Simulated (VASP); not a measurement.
# AlN (I4/mmm) in VASP: single point with HSE06

Aim: the single point of AlN with HSE06.

Program: VASP 6.6.1. These are calculated values, not measurements. Logs are shortened: lines on timing, memory, paths and dates and some standing lists are left out, and cuts for length are marked.

## 1. The cell of the first run

The structure is tetragonal, space group I4/mmm (No. 139). Conventional cell: a = 2.969 Å, b = 2.969 Å, c = 3.926 Å, α = 90.00°, β = 90.00°, γ = 90.00°. Al (site symmetry 4/mmm) has 6 N at 1.96 to 2.10 Å within 2.6 Å. N (site symmetry 4/mmm) has 6 Al at 1.96 to 2.10 Å within 2.6 Å.

## 2. Single point, HSE06 (epitaxial xy strain +4.0%)

File POSCAR:

```
AlN
1.0
    0.0000000000      2.0996231902      1.9631719216
    2.0996231902      0.0000000000      1.9631719216
    2.0996231902      2.0996231902      0.0000000000
Al N
1 1
Direct
    0.0000000000      0.0000000000      0.0000000000
    0.5000000000      0.5000000000      0.5000000000
```

File INCAR.step1:

```
SYSTEM = AlN
  PREC = Accurate
  ENCUT = 520
  EDIFF = 1E-5
  ISMEAR = 0
  SIGMA = 0.01
  LREAL = .FALSE.
  LASPH = .TRUE.
  NELM = 100
  ALGO = Normal
  ISIF = 2
  LWAVE = .TRUE.
  LCHARG = .FALSE.
  NBANDS = 11
  GGA = PE
```

File INCAR.step2:

```
SYSTEM = AlN
  PREC = Accurate
  ENCUT = 520
  EDIFF = 1E-7
  ISMEAR = 0
  SIGMA = 0.01
  LREAL = .FALSE.
  LASPH = .TRUE.
  NELM = 100
  ALGO = Normal
  ISIF = 2
  LWAVE = .FALSE.
  LCHARG = .FALSE.
  GGA = PE
  LHFCALC = .TRUE.
  HFSCREEN = 0.2079
  PRECFOCK = Normal
  NBANDS = 11
  ISTART = 1
```

File KPOINTS:

```
regular mesh
0
G
  8 8 8
  0 0 0
```

Potentials or basis: VASP PAW PBE potentials, release 64 (Al, N).

Command:

```console
$ cat potpaw_PBE.64/Al/POTCAR potpaw_PBE.64/N/POTCAR > POTCAR
$ cp INCAR.step1 INCAR
$ mpirun -np 1 vasp_std > vasp.out
$ cp INCAR.step2 INCAR
$ mpirun -np 1 vasp_std > vasp.out
```

OUTCAR:

```text
SYSTEM = AlN
   PREC = Accurate
   ENCUT = 520
   EDIFF = 1E-7
   ISMEAR = 0
   LREAL = .FALSE.
   LASPH = .TRUE.
   NELM = 100
   ISIF = 2
   GGA = PE
   LHFCALC = .TRUE.
   HFSCREEN = 0.2079
   PRECFOCK = Normal
   ISTART = 1

 ion  position               nearest neighbor table
   1  0.000  0.000  0.000-   2 1.96   2 1.96   2 2.10   2 2.10   2 2.10   2 2.10
   2  0.500  0.500  0.500-   1 1.96   1 1.96   1 2.10   1 2.10   1 2.10   1 2.10

  LATTYP: Found a body centered tetragonal cell.
 ALAT       =     2.9693155915
 C/A-ratio  =     1.3223060070

  Lattice vectors:

 A1 = (   0.0000000000,  -2.0996231902,  -1.9631719216)
 A2 = (   0.0000000000,   2.0996231902,  -1.9631719216)
 A3 = (   2.0996231902,   0.0000000000,   1.9631719216)

Analysis of symmetry for initial positions (statically):
=====================================================================
 Subroutine PRICEL returns:
 Original cell was already a primitive cell.

 Routine SETGRP: Setting up the symmetry group for a
 body centered tetragonal supercell.

 Subroutine GETGRP returns: Found 16 space group operations
 (whereof 16 operations were pure point group operations)
 out of a pool of 16 trial point group operations.

The static configuration has the point symmetry D_4h.

Analysis of symmetry for dynamics (positions and initial velocities):
=====================================================================
 Subroutine PRICEL returns:
 Original cell was already a primitive cell.

 Routine SETGRP: Setting up the symmetry group for a
 body centered tetragonal supercell.

 Subroutine GETGRP returns: Found 16 space group operations
 (whereof 16 operations were pure point group operations)
 out of a pool of 16 trial point group operations.

The dynamic configuration has the point symmetry D_4h.

 Subroutine INISYM returns: Found 16 space group operations
 (whereof 16 operations are pure point group operations),
 and found     1 'primitive' translations

----------------------------------------------------------------------------------------

                                     Primitive cell

  volume of cell :      17.3090

  direct lattice vectors                    reciprocal lattice vectors
     0.000000000  2.099623190  1.963171922    -0.238137968  0.238137968  0.254689869
     2.099623190  0.000000000  1.963171922     0.238137968 -0.238137968  0.254689869
     2.099623190  2.099623190  0.000000000     0.238137968  0.238137968 -0.254689869

  length of vectors
     2.874449779  2.874449779  2.969315591     0.422239639  0.422239639  0.422239639

  position of ions in fractional coordinates (direct lattice)
     0.000000000  0.000000000  0.000000000
     0.500000000  0.500000000  0.500000000

  ion indices of the primitive-cell ions
   primitive index   ion index
                 1           1
                 2           2

----------------------------------------------------------------------------------------

 KPOINTS: regular mesh

Automatic generation of k-mesh.
 Grid dimensions read from file:
 generate k-points for:    8    8    8

 Generating k-lattice:

  Cartesian coordinates                     Fractional coordinates (reciprocal lattice)
    -0.029767246  0.029767246  0.031836234     0.125000000 -0.000000000  0.000000000
     0.029767246 -0.029767246  0.031836234    -0.000000000  0.125000000  0.000000000
     0.029767246  0.029767246 -0.031836234     0.000000000  0.000000000  0.125000000

  Length of vectors
     0.052779955  0.052779955  0.052779955

  Shift w.r.t. Gamma in fractional coordinates (k-lattice)
     0.000000000  0.000000000  0.000000000

 Subroutine IBZKPT returns following result:
 ===========================================

 Found     59 irreducible k-points:

 Following reciprocal coordinates:
            Coordinates               Weight
  0.000000  0.000000  0.000000      1.000000
  0.125000 -0.000000  0.000000      8.000000
  0.250000 -0.000000  0.000000      8.000000
  0.375000 -0.000000  0.000000      8.000000
  0.500000 -0.000000  0.000000      4.000000
  0.125000  0.125000  0.000000      2.000000
[... 16 lines left out ...]
  0.250000 -0.000000  0.125000     16.000000
  0.375000 -0.000000  0.125000     16.000000
 [... further k-points ...]
   k-points           NKPTS =     59   k-points in BZ     NKDIM =    512   number of bands    NBANDS=     11
   number of dos      NEDOS =    301   number of ions     NIONS =      2
   total plane-waves  NPLWV =  13824
   dimension x,y,z NGX =    24 NGY =   24 NGZ =   24
   dimension x,y,z NGXF=    48 NGYF=   48 NGZF=   48
   ions per type =               1   1
   NGX,Y,Z   is equivalent  to a cutoff of  13.88, 13.88, 13.44 a.u.
   NGXF,Y,Z  is equivalent  to a cutoff of  27.76, 27.76, 26.87 a.u.
 SYSTEM =  AlN
   PREC   = accura    normal or accurate (medium, high low for compatibility)
   ISTART =      1    job   : 0-new  1-cont  2-samecut
   ICHARG =      0    charge: 1-file 2-atom 10-const
   ISPIN  =      1    spin polarized calculation?
   LNONCOLLINEAR =      F non collinear calculations
   LSORBIT =      F    spin-orbit coupling
   LASPH  =      T    aspherical Exc in radial PAW
   ENCUT  =  520.0 eV  38.22 Ry    6.18 a.u.   5.34  5.34  5.52*2*pi/ulx,y,z
   NELM   =    100;   NELMIN=  2; NELMDL=  0     # of ELM steps
   EDIFF  = 0.1E-06   stopping-criterion for ELM
   LREAL  =      F    real-space projection
   EDIFFG = 0.1E-05   stopping-criterion for IOM
   NSW    =      0    number of steps for IOM
   IBRION =     -1    ionic relax: 0-MD 1-quasi-New 2-CG
   NFREE  =      0    steps in history (QN), initial steepest desc. (CG)
   ISIF   =      2    stress and relaxation
   ISYM   =      3    0-nonsym 1-usesym 2-fastsym
   POTIM  = 0.5000    time-step for ionic-motion
   TEBEG  =    0.0;   TEEND  =   0.0 temperature during run
   PSTRESS=    0.0 pullay stress
   NELECT =       8.0000    total number of electrons
   NUPDOWN=      -1.0000    fix difference up-down
   EMIN   =  10.00;   EMAX   =-10.00  energy-range for DOS
   EFERMI =   0.00;   METHOD = LEGACY
   ISMEAR =     0;   SIGMA  =   0.01  broadening in eV -4-tet -1-fermi 0-gaus
   EFERMI_NEDOS =   21; number of points for ismear=-14 and -15
   IALGO  =     38    algorithm
   IMIX   =      1    mixing-type and parameters
     AMIX     =   0.40;   BMIX     =  1.00
     AMIX_MAG =   1.60;   BMIX_MAG =  1.00
  volume/ion in A,a.u.               =       8.65        58.40
  Fermi-wavevector in a.u.,A,eV,Ry     =   1.265750  2.391920 21.798195  1.602122
  Thomas-Fermi vector in A             =   2.398986
   LORBIT       =      0    0 simple, 1 ext, 2 COOP (PROOUT), +10 PAW based schemes
   GGA     = PE    functional components
   LHFCALC =     T    Hartree Fock is set to
   PRECFOCK=normal    Normal, Fast or Accurate (Low or Medium for compatibility)
   ENCUT4O =  -1.0   cutoff for four orbital integrals eV
   NKREDX  =     1    reduce k-point grid by
   NKREDY  =     1    reduce k-point grid by
   NKREDZ  =     1    reduce k-point grid by
   AEXX    =    0.2500 exact exchange contribution
   HFSCREEN=    0.2079 screening length (either q_TF or 0.3 A-1)
   HFSCREENC=   0.2079 screening length for correlation (either q_TF or 0.3 A-1)
   ENCUTFOCK=  -1.0 apply spherical cutoff to Coloumb kernel
   IVDW    =     0    specifies the selected vdW correction
   LEPSILON=     F    determine dielectric tensor
   LRPA    =     F    only Hartree local field effects (RPA)
 non-spin polarized calculation
 Gauss-broadening in eV      SIGMA  =   0.01
  energy-cutoff  :      520.00
  volume of cell :       17.31
 maximum number of plane-waves:       483
 NGX is ok and might be reduce to    24
  NGX = 18; NGY = 18; NGZ = 18

 number of electron       8.0000001 magnetization

 Free energy of the ion-electron system (eV)
  ---------------------------------------------------
  ext. energy  EPLUGINS =         0.00000000
  ---------------------------------------------------
  free energy    TOTEN  =       -17.05619291 eV

  energy without entropy =      -17.05619291  energy(sigma->0) =      -17.05619291

 E-fermi :   8.7722     XC(G=0):  -9.8851

 val. band max:        8.7200743193   @ k =   0.0000   0.0000   0.0000
 cond. band min:      13.7063768646   @ k =   0.5000   0.5000   0.0000
 fundamental gap:      4.9863025453
 Fermi energy:         8.7722204794

 k-point     1 :       0.0000    0.0000    0.0000
  band No.  band energies     occupation
      1     -10.2763      2.00000
      2       8.0951      2.00000
      3       8.7201      2.00000
      4       8.7201      2.00000
      5      14.9418      0.00000
      6      21.9138      0.00000
      7      21.9138      0.00000
      8      22.7915      0.00000
      9      26.7531      0.00000
     10      27.2714      0.00000
     11      27.7013      0.00000

 k-point     2 :       0.1250   -0.0000    0.0000
  band No.  band energies     occupation
      1      -9.9484      2.00000
      2       6.8608      2.00000
      3       8.2379      2.00000
      4       8.4762      2.00000
      5      15.8946      0.00000
      6      20.9495      0.00000
      7      22.2091      0.00000
      8      22.9377      0.00000
      9      25.0363      0.00000
     10      26.2504      0.00000
     11      28.3802      0.00000

 k-point     3 :       0.2500   -0.0000    0.0000
  band No.  band energies     occupation
      1      -9.0202      2.00000
      2       3.9078      2.00000
      3       7.9028      2.00000
      4       7.9517      2.00000
      5      16.3852      0.00000
      6      20.9906      0.00000
      7      21.4205      0.00000
      8      22.9815      0.00000
      9      26.0964      0.00000
     10      26.1083      0.00000
     11      27.4476      0.00000
[... 267 lines left out ...]
 k-point    23 :       0.2500   -0.0000    0.1250
  band No.  band energies     occupation
      1      -9.1546      2.00000
      2       4.9154      2.00000
      3       7.2760      2.00000
      4       7.7215      2.00000
      5      17.3222      0.00000
      6      19.4381      0.00000
      7      20.7524      0.00000
      8      23.5870      0.00000
      9      24.6641      0.00000
     10      28.1152      0.00000
     11      29.7569      0.00000

 k-point    24 :       0.3750   -0.0000    0.1250
  band No.  band energies     occupation
      1      -7.9889      2.00000
      2       2.2008      2.00000
      3       6.7901      2.00000
      4       7.1997      2.00000
      5      17.0211      0.00000
      6      19.5119      0.00000
      7      21.2283      0.00000
      8      22.8620      0.00000
      9      26.6522      0.00000
     10      28.7835      0.00000
     11      30.0518      0.00000

 [... further k-points ...]

------------------------ aborting loop because EDIFF is reached ----------------------------------------

  FORCE on cell =-STRESS in cart. coord.  units (eV):
  Direction    XX          YY          ZZ          XY          YZ          ZX
  --------------------------------------------------------------------------------------
  -------------------------------------------------------------------------------------
  Total       -1.8507833     -1.8507833     -0.1606488      0.0000000      0.0000000      0.0000000
  in kB     -171.3148826   -171.3148826    -14.8702026      0.0000000      0.0000000      0.0000000
  external PRESSURE =    -119.1666559 kB  Pullay stress =       0.0000000 kB

 VOLUME and BASIS-vectors are now :
 -----------------------------------------------------------------------------
  energy-cutoff  :      520.00
  volume of cell :       17.31
      direct lattice vectors                 reciprocal lattice vectors
     0.000000000  2.099623190  1.963171922    -0.238137968  0.238137968  0.254689869
     2.099623190  0.000000000  1.963171922     0.238137968 -0.238137968  0.254689869
     2.099623190  2.099623190  0.000000000     0.238137968  0.238137968 -0.254689869

 POSITION                                       TOTAL-FORCE (eV/Angst)
 -----------------------------------------------------------------------------------
      0.00000      0.00000      0.00000         0.000000      0.000000     -0.000000
      2.09962      2.09962      1.96317         0.000000      0.000000      0.000000
 -----------------------------------------------------------------------------------
    total drift:                                0.000000      0.000000     -0.000001

  FREE ENERGIE OF THE ION-ELECTRON SYSTEM (eV)
  ---------------------------------------------------
  free  energy   TOTEN  =       -17.0561929102 eV

  energy  without entropy=      -17.0561929102  energy(sigma->0) =      -17.05619291
```

It took 1.6 h on 1 thread of AMD EPYC 7R43 (Zen 3), shared host; peak memory 0.21 GiB.

What came out:

* Free energy: -17.0562 eV
* Pressure: -11.9 GPa
* Band gap on the k mesh: 4.99 eV (least direct gap 6.22 eV)

Stress tensor (GPa, compression positive):
```
-17.13   0.00   0.00
  0.00 -17.13   0.00
  0.00   0.00  -1.49
```

Levels at points of the mesh, in eV from the valence-band top:
```tsv
k point	band 2	band 3	band 4	band 5	band 6	band 7
(0.00, 0.00, 0.00)	-0.62	0.00	0.00	6.22	13.19	13.19
(0.50, 0.00, 0.00)	-8.89	-1.40	-1.19	6.89	11.27	13.02
(0.50, 0.50, 0.00)	-7.69	-3.45	-3.45	4.99	6.04	15.99
(0.50, 0.00, 0.50)	-7.98	-3.43	-2.47	5.56	6.75	15.14
```

Caveat: the cell differs from its parent crystal (epitaxial xy strain +4.0%); the stress differs along the axes, from -17 to -1 GPa; the structure was generated, so it needn't be the stable form of AlN; the PAW data sets were made with another functional, which shifts forces and pressure a little.
